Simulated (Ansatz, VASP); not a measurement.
## One calculation of Mo, two programs

```
Mo
1.0
    -1.30808    1.30808    2.33602
     1.30808   -1.30808    2.33602
     1.30808    1.30808   -2.33602
Mo
1
Direct
  0.00000 0.00000 0.00000
```

Alike in both runs: functional r2SCAN; k mesh 22 × 22 × 22; occupations gaussian, width 0.1 eV; no spin polarisation.

Ansatz relaxed the structure, and its values are those at the end. VASP's run is a single point on that final structure, the one shown.

```csv
,VASP,Ansatz
version,VASP 6.6.1,Ansatz 0.2.0
potentials or method,"VASP PAW PBE potentials, release 64 (Mo_sv), cutoff 520 eV","scalar-relativistic, plane waves, PAW"
valence electrons in the cell,14,14
```

VASP gave:

| Property | Result |
| --- | --- |
| gap on the k mesh at the Fermi level (eV) | none |
| pressure (GPa) | 1.1 |

**Question.** Estimate Ansatz's values.

**Answer.** gap on the k mesh at the Fermi level (eV): none; pressure (GPa): 0.0.

VASP's potentials were made for PBE, not for r2SCAN. A gap of «none» marks a metal or a gap that the smearing closes.
